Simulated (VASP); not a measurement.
Runs of VASP 6.6.1 on Sc. The structure is that of space group Pm-3m (No. 221), or close to it. The cells are those of the table. This isn't the form of Sc at room conditions, which is hcp.

```tsv
cell	gap on the mesh (eV)	pressure (GPa)
a = 2.758 Å, 1 atom	none	11.0
a = 2.505 Å, 1 atom	none	38.7
a = 2.868 Å, 1 atom	none	4.4
a = 2.970 Å, 1 atom	none	0.0
a = 2.358 Å, 1 atom	none	73.5
a = 2.189 Å, 1 atom	none	(b)
a = 2.637 Å, 1 atom	none	(a)
```

Alike in all rows: task single point; level PBE; potentials or basis VASP PAW PBE potentials, release 64 (Sc_sv); no spin polarisation; k mesh 13 × 13 × 13; cutoff (eV) 520; smearing fermi-dirac 0.08 eV.

**Question.** Fill in the values left out.

**Answer.** (a) 21.4; (b) 151.6.

Caveats: the cell stands under pressure (at least some runs).

A gap of «none» marks levels without a gap at the run's occupations.
